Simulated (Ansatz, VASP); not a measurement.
# One calculation of MgO, two programs

```xyz
2
Lattice="2.9380 0.0000 0.0000 -1.4690 2.5444 0.0000 0.0000 0.0000 2.6797" Properties=species:S:1:pos:R:3 pbc="T T T"
Mg    0.0000    0.0000    0.0000
O     0.0000    1.6963    1.3398
```

Alike in both runs: task single point; functional LDA; k mesh 12 × 12 × 6; no spin polarisation.

```csv
,VASP,Ansatz
version,VASP 6.6.1,Ansatz 0.2.0
potentials or method,"VASP PAW LDA potentials, release 64 (Mg_sv, O), cutoff 840 eV","plane waves, PAW"
occupations,"gaussian, width 0.01 eV",fixed
valence electrons in the cell,16,16
```

VASP gave:

* pressure (GPa): -9.0
* traceless stress, the component that is largest in VASP (GPa): -0.72

Q: What did Ansatz give for the same quantities?

A: Pressure (GPa): -9.3; traceless stress, the component that is largest in VASP (GPa): -0.85.

LDA's correlation is that of Perdew and Zunger in VASP and of Perdew and Wang (1992) in Ansatz.
